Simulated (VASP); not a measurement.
# BaTiO3 (Pm-3m) in VASP: settings compared, part 2 of 2

VASP 6.6.1.

**5. Single point, r2SCAN**

Input file POSCAR:

```
BaTiO3
1.0
    3.9940965264      0.0000000000      0.0000000000
    0.0000000000      3.9940965264      0.0000000000
    0.0000000000      0.0000000000      3.9940965264
Ba Ti O
1 1 3
Direct
    0.0000000000      0.0000000000      0.0000000000
    0.5000000000      0.5000000000      0.5000000000
    0.5000000000      0.5000000000      0.0000000000
    0.5000000000      0.0000000000      0.5000000000
    0.0000000000      0.5000000000      0.5000000000
```

Input file INCAR.step1:

```
PREC     = Accurate       # precision mode
ENCUT    = 520            # plane-wave cutoff, eV
ISMEAR   = 0              # smearing method
SIGMA    = 0.01           # smearing width, eV
LREAL    = False          # projectors in reciprocal space
LASPH    = True           # aspherical terms in the spheres
NELM     = 80             # most SCF steps
NBANDS   = 28             # bands
GGA      = PE             # functional
ALGO     = Normal         # electronic algorithm
EDIFF    = 1E-4           # SCF threshold, eV
LWAVE    = True           # write WAVECAR
LCHARG   = False          # write CHGCAR
```

Input file INCAR.step2:

```
PREC     = Accurate       # precision mode
ENCUT    = 520            # plane-wave cutoff, eV
EDIFF    = 1E-7           # SCF threshold, eV
ISMEAR   = 0              # smearing method
SIGMA    = 0.01           # smearing width, eV
LREAL    = False          # projectors in reciprocal space
LASPH    = True           # aspherical terms in the spheres
NELM     = 80             # most SCF steps
ALGO     = Normal         # electronic algorithm
ISIF     = 2              # what is computed and relaxed
LWAVE    = False          # write WAVECAR
LCHARG   = False          # write CHGCAR
METAGGA  = R2SCAN         # meta-GGA
LMIXTAU  = True         
NBANDS   = 28             # bands
ISTART   = 1
```

Input file KPOINTS:

```
Automatic mesh
0
Gamma
  6 6 6
```

Potentials or basis: VASP PAW PBE potentials, release 64 (Ba_sv, Ti_sv, O).

Started as:

```
> cat potpaw_PBE.64/Ba_sv/POTCAR potpaw_PBE.64/Ti_sv/POTCAR potpaw_PBE.64/O/POTCAR > POTCAR
> cp INCAR.step1 INCAR
> mpirun -np 1 vasp_std > vasp.out
> cp INCAR.step2 INCAR
> mpirun -np 1 vasp_std > vasp.out
```

OUTCAR:

```text
PREC = Accurate
   ENCUT = 520
   EDIFF = 1E-7
   ISMEAR = 0
   LREAL = False
   LASPH = True
   NELM = 80
   ISIF = 2
   METAGGA = R2SCAN
   ISTART = 1

 ion  position               nearest neighbor table
   1  0.000  0.000  0.000-   3 2.82   4 2.82   5 2.82   4 2.82   5 2.82   3 2.82   5 2.82   5 2.82
                             3 2.82   4 2.82   4 2.82   3 2.82   2 3.46   2 3.46   2 3.46   2 3.46
   2  0.500  0.500  0.500-   3 2.00   4 2.00   5 2.00   3 2.00   4 2.00   5 2.00   1 3.46   1 3.46
                             1 3.46   1 3.46   1 3.46   1 3.46   1 3.46   1 3.46
   3  0.500  0.500  0.000-   2 2.00   2 2.00   1 2.82   1 2.82   1 2.82   1 2.82
   4  0.500  0.000  0.500-   2 2.00   2 2.00   1 2.82   1 2.82   1 2.82   1 2.82
   5  0.000  0.500  0.500-   2 2.00   2 2.00   1 2.82   1 2.82   1 2.82   1 2.82

  LATTYP: Found a simple cubic cell.
 ALAT       =     3.9940965264

  Lattice vectors:

 A1 = (   3.9940965264,   0.0000000000,   0.0000000000)
 A2 = (   0.0000000000,   3.9940965264,   0.0000000000)
 A3 = (   0.0000000000,   0.0000000000,   3.9940965264)

Analysis of symmetry for initial positions (statically):
=====================================================================
 Subroutine PRICEL returns:
 Original cell was already a primitive cell.

 Routine SETGRP: Setting up the symmetry group for a
 simple cubic supercell.

 Subroutine GETGRP returns: Found 48 space group operations
 (whereof 48 operations were pure point group operations)
 out of a pool of 48 trial point group operations.

The static configuration has the point symmetry O_h .

Analysis of symmetry for dynamics (positions and initial velocities):
=====================================================================
 Subroutine PRICEL returns:
 Original cell was already a primitive cell.

 Routine SETGRP: Setting up the symmetry group for a
 simple cubic supercell.

 Subroutine GETGRP returns: Found 48 space group operations
 (whereof 48 operations were pure point group operations)
 out of a pool of 48 trial point group operations.

The dynamic configuration has the point symmetry O_h .

 Subroutine INISYM returns: Found 48 space group operations
 (whereof 48 operations are pure point group operations),
 and found     1 'primitive' translations

----------------------------------------------------------------------------------------

                                     Primitive cell

  volume of cell :      63.7171

  direct lattice vectors                    reciprocal lattice vectors
     3.994096526  0.000000000  0.000000000     0.250369512  0.000000000  0.000000000
     0.000000000  3.994096526  0.000000000     0.000000000  0.250369512  0.000000000
     0.000000000  0.000000000  3.994096526     0.000000000  0.000000000  0.250369512

  length of vectors
     3.994096526  3.994096526  3.994096526     0.250369512  0.250369512  0.250369512

  position of ions in fractional coordinates (direct lattice)
     0.000000000  0.000000000  0.000000000
     0.500000000  0.500000000  0.500000000
     0.500000000  0.500000000  0.000000000
     0.500000000  0.000000000  0.500000000
     0.000000000  0.500000000  0.500000000

  ion indices of the primitive-cell ions
   primitive index   ion index
                 1           1
                 2           2
[... 31 lines left out ...]
            Coordinates               Weight
  0.000000  0.000000  0.000000      1.000000
  0.166667  0.000000  0.000000      6.000000
  0.333333  0.000000  0.000000      6.000000
  0.500000  0.000000  0.000000      3.000000
  0.166667  0.166667  0.000000     12.000000
  0.333333  0.166667  0.000000     24.000000
[... 12 lines left out ...]
  0.500000  0.500000  0.333333      6.000000
  0.500000  0.500000  0.500000      1.000000
   k-points           NKPTS =     20   k-points in BZ     NKDIM =     20   number of bands    NBANDS=     28
   number of dos      NEDOS =    301   number of ions     NIONS =      5
   total plane-waves  NPLWV =  27000
   dimension x,y,z NGX =    30 NGY =   30 NGZ =   30
   dimension x,y,z NGXF=    60 NGYF=   60 NGZF=   60
   ions per type =               1   1   3
   NGX,Y,Z   is equivalent  to a cutoff of  12.49, 12.49, 12.49 a.u.
   NGXF,Y,Z  is equivalent  to a cutoff of  24.97, 24.97, 24.97 a.u.
 SYSTEM =  unknown system
   PREC   = accura    normal or accurate (medium, high low for compatibility)
   ISTART =      1    job   : 0-new  1-cont  2-samecut
   ICHARG =      0    charge: 1-file 2-atom 10-const
   ISPIN  =      1    spin polarized calculation?
   LNONCOLLINEAR =      F non collinear calculations
   LSORBIT =      F    spin-orbit coupling
   LASPH  =      T    aspherical Exc in radial PAW
   ENCUT  =  520.0 eV  38.22 Ry    6.18 a.u.   7.43  7.43  7.43*2*pi/ulx,y,z
   NELM   =     80;   NELMIN=  2; NELMDL=  0     # of ELM steps
   EDIFF  = 0.1E-06   stopping-criterion for ELM
   LREAL  =      F    real-space projection
   EDIFFG = 0.1E-05   stopping-criterion for IOM
   NSW    =      0    number of steps for IOM
   IBRION =     -1    ionic relax: 0-MD 1-quasi-New 2-CG
   NFREE  =      0    steps in history (QN), initial steepest desc. (CG)
   ISIF   =      2    stress and relaxation
   ISYM   =      2    0-nonsym 1-usesym 2-fastsym
   POTIM  = 0.5000    time-step for ionic-motion
   TEBEG  =    0.0;   TEEND  =   0.0 temperature during run
   PSTRESS=    0.0 pullay stress
   NELECT =      40.0000    total number of electrons
   NUPDOWN=      -1.0000    fix difference up-down
   EMIN   =  10.00;   EMAX   =-10.00  energy-range for DOS
   EFERMI =   0.00;   METHOD = LEGACY
   ISMEAR =     0;   SIGMA  =   0.01  broadening in eV -4-tet -1-fermi 0-gaus
   EFERMI_NEDOS =   21; number of points for ismear=-14 and -15
   IALGO  =     38    algorithm
   IMIX   =      4    mixing-type and parameters
     AMIX     =   0.40;   BMIX     =  1.00
     AMIX_MAG =   1.60;   BMIX_MAG =  1.00
  volume/ion in A,a.u.               =      12.74        86.00
  Fermi-wavevector in a.u.,A,eV,Ry     =   1.401768  2.648958 26.734832  1.964955
  Thomas-Fermi vector in A             =   2.524597
   LORBIT       =      0    0 simple, 1 ext, 2 COOP (PROOUT), +10 PAW based schemes
   METAGGA = R2SCAN    functional components
   LHFCALC =     F    Hartree Fock is set to
   AEXX    =    0.0000 exact exchange contribution
   IVDW    =     0    specifies the selected vdW correction
   LEPSILON=     F    determine dielectric tensor
   LRPA    =     F    only Hartree local field effects (RPA)
 non-spin polarized calculation
 Gauss-broadening in eV      SIGMA  =   0.01
  energy-cutoff  :      520.00
  volume of cell :       63.72
 maximum number of plane-waves:      1743
 NGX is ok and might be reduce to    30
   NGX = 15   NGY = 15   NGZ = 15

 number of electron      39.9999976 magnetization

 Free energy of the ion-electron system (eV)
  ---------------------------------------------------
  ext. energy  EPLUGINS =         0.00000000
  ---------------------------------------------------
  free energy    TOTEN  =       -74.22989233 eV

  energy without entropy =      -74.22989233  energy(sigma->0) =      -74.22989233

 E-fermi :   3.7459     XC(G=0): -11.9552

 val. band max:        3.5810362652   @ k =   0.5000   0.5000   0.5000
 cond. band min:       5.7295921320   @ k =   0.0000   0.0000   0.0000
 fundamental gap:      2.1485558668
 Fermi energy:         3.7458738342

 k-point     1 :       0.0000    0.0000    0.0000
  band No.  band energies     occupation
      1     -55.2728      2.00000
      2     -30.4346      2.00000
      3     -30.4346      2.00000
      4     -30.4346      2.00000
      5     -21.8757      2.00000
      6     -14.2936      2.00000
[... 609 lines left out ...]
     27      11.7467      0.00000
     28      11.7467      0.00000

------------------------ aborting loop because EDIFF is reached ----------------------------------------

  FORCE on cell =-STRESS in cart. coord.  units (eV):
  Direction    XX          YY          ZZ          XY          YZ          ZX
  --------------------------------------------------------------------------------------
  -------------------------------------------------------------------------------------
  Total        0.7926827      0.7926827      0.7926827      0.0000000     -0.0000000      0.0000000
  in kB       19.9321560     19.9321560     19.9321560      0.0000000     -0.0000000      0.0000000
  external PRESSURE =      19.9321560 kB  Pullay stress =       0.0000000 kB

 VOLUME and BASIS-vectors are now :
 -----------------------------------------------------------------------------
  energy-cutoff  :      520.00
  volume of cell :       63.72
      direct lattice vectors                 reciprocal lattice vectors
     3.994096526  0.000000000  0.000000000     0.250369512  0.000000000  0.000000000
     0.000000000  3.994096526  0.000000000     0.000000000  0.250369512  0.000000000
     0.000000000  0.000000000  3.994096526     0.000000000  0.000000000  0.250369512

 POSITION                                       TOTAL-FORCE (eV/Angst)
 -----------------------------------------------------------------------------------
      0.00000      0.00000      0.00000         0.000000      0.000000      0.000000
      1.99705      1.99705      1.99705         0.000000      0.000000      0.000000
      1.99705      1.99705      0.00000         0.000000      0.000000      0.000000
      1.99705      0.00000      1.99705         0.000000      0.000000      0.000000
      0.00000      1.99705      1.99705         0.000000      0.000000      0.000000
 -----------------------------------------------------------------------------------
    total drift:                                0.000000      0.000000     -0.000000

  FREE ENERGIE OF THE ION-ELECTRON SYSTEM (eV)
  ---------------------------------------------------
  free  energy   TOTEN  =       -74.2298923294 eV

  energy  without entropy=      -74.2298923294  energy(sigma->0) =      -74.22989233
```

It took 2.2 min on 1 thread of AMD EPYC 9R45 (Zen 5), shared host; peak memory 0.16 GiB.

Results:

| Property | Result |
| --- | --- |
| Free energy | -74.2299 eV |
| Pressure | 2.0 GPa |
| Band gap on the k mesh | 2.15 eV (least direct gap 2.30 eV) |

Caveat: the PAW data sets were made with another functional, which shifts forces and pressure a little; spin-orbit coupling is left out, which moves the levels of the heavy elements. A k mesh can miss the band edges.

**6. Relaxation of cell and atoms, PBE**

This run uses another cell than the first one, of 16.31 Å³/atom.

Input file INCAR:

```
PREC = Accurate ; ENCUT = 600
EDIFF = 1E-7 ; ISMEAR = -1
SIGMA = 0.02 ; LREAL = F
LASPH = T ; NELM = 60
ALGO = Normal ; ISIF = 3
LWAVE = F ; LCHARG = F
GGA = PE ; IBRION = 2
NSW = 80 ; EDIFFG = -0.005
```

Input file KPOINTS:

```
regular mesh
0
Gamma
  6 6 6
```

Changes to POSCAR since step 5:

```diff
@@ -2,5 +2,5 @@
 1.0
-    3.9940965264      0.0000000000      0.0000000000
-    0.0000000000      3.9940965264      0.0000000000
-    0.0000000000      0.0000000000      3.9940965264
+    4.3363462000      0.0000000000      0.0000000000
+    0.0000000000      4.3363462000      0.0000000000
+    0.0000000000      0.0000000000      4.3363462000
 Ba Ti O
```

Potentials or basis: VASP PAW PBE potentials, release 64 (Ba_sv, Ti_sv, O).

Started as:

```
> cat potpaw_PBE.64/Ba_sv/POTCAR potpaw_PBE.64/Ti_sv/POTCAR potpaw_PBE.64/O/POTCAR > POTCAR
> mpirun -np 1 vasp_std > vasp.out
```

Wall time 2.8 min (1 thread of AMD EPYC 9R45 (Zen 5), shared host); peak memory 0.22 GiB.

The run converged. Its results:

```
Free energy                           : -40.0248 eV
Relaxed volume                        : 13.10 Å³/atom
Relaxed cell                          : a = 4.031 Å, b = 4.031 Å, c = 4.031 Å, α = 90.00°, β = 90.00°, γ = 90.00°
Space group after relaxing (to 0.1 Å) : Pm-3m (No. 221)
Energy gained by relaxing             : 264.2 meV/atom
Ionic steps                           : 6
Pressure after relaxing               : 0.0 GPa
Band gap on the k mesh                : 1.70 eV (least direct gap 1.87 eV)
```

The path:
```tsv
step	energy change (eV)	largest force (eV/Å)	pressure (GPa)	volume (Å³)
1	0.0000	0.0000	-21.51	81.54
2	-0.8245	0.0000	24.62	58.33
3	-1.3207	0.0000	-0.37	65.67
4	-1.3208	0.0000	0.35	65.38
5	-1.3208	0.0000	-0.28	65.63
6	-1.3209	0.0000	-0.01	65.52
```

Final structure:
```yaml
crystal:
  lattice:
    - [4.03144, 0.00000, 0.00000]
    - [0.00000, 4.03144, 0.00000]
    - [0.00000, 0.00000, 4.03144]
  atoms:
    - { symbol: Ba, position: [0.00000, 0.00000, 0.00000] }
    - { symbol: Ti, position: [0.50000, 0.50000, 0.50000] }
    - { symbol: O, position: [0.50000, 0.50000, 0.00000] }
    - { symbol: O, position: [0.50000, 0.00000, 0.50000] }
    - { symbol: O, position: [0.00000, 0.50000, 0.50000] }
```

Levels at points of the mesh, in eV from the valence-band top:
| k point | band 16 | band 17 | band 18 | band 19 | band 20 | band 21 | band 22 | band 23 | band 24 |
| --- | --- | --- | --- | --- | --- | --- | --- | --- | --- |
| (0.00, 0.00, 0.00) | -1.06 | -1.06 | -0.17 | -0.17 | -0.17 | 1.70 | 1.70 | 1.70 | 3.76 |
| (0.50, 0.00, 0.00) | -1.86 | -1.80 | -1.80 | -0.71 | -0.71 | 1.85 | 3.38 | 3.38 | 3.76 |
| (0.50, 0.50, 0.00) | -2.61 | -1.73 | -0.88 | -0.88 | -0.09 | 3.38 | 3.38 | 3.79 | 4.58 |
| (0.50, 0.50, 0.50) | -2.41 | -2.41 | 0.00 | 0.00 | 0.00 | 4.02 | 4.02 | 4.02 | 6.63 |

Caveat: the volume moved by over 15 % at a fixed basis, so the end points are rough; spin-orbit coupling is left out, which moves the levels of the heavy elements. A k mesh can miss the band edges.

**7. The runs side by side**

```tsv
task	level	cell	cutoff (eV)	smearing	gap on the mesh (eV)	pressure (GPa)
single point	PBE	a = 3.994 Å, 5 atoms	520	fermi-dirac 0.02 eV	1.76	5.0
single point	PBE	a = 4.019 Å, 5 atoms	520	fermi-dirac 0.02 eV	1.72	1.7
single point	r2SCAN	a = 3.994 Å, 5 atoms	520	fermi-dirac 0.02 eV	2.15	2.0
single point	r2SCAN	a = 3.994 Å, 5 atoms	520	gaussian 0.01 eV	2.15	2.0
relaxation of cell and atoms	PBE	relaxed from a = 4.336 Å, 5 atoms	600	fermi-dirac 0.02 eV	1.70	0.0
```

Alike in all rows: potentials or basis VASP PAW PBE potentials, release 64 (Ba_sv, Ti_sv, O); no spin polarisation; k mesh 6 × 6 × 6.

On the cell as given the gap runs from 1.76 eV (PBE) to 2.15 eV (r2SCAN). The pressure there spans 2.0 GPa (r2SCAN) to 5.0 GPa (PBE); a positive pressure means that this level wants a larger cell, a negative one a smaller.

Caveats: spin-orbit coupling is left out, which moves the levels of the heavy elements; the PAW data sets were made with another functional, which shifts forces and pressure a little (at least some runs); the cell stands under pressure (at least some runs); the volume moved by over 15 % at a fixed basis, so the end points are rough (at least some runs).

Absolute energies hang on the potentials; compare differences alone.
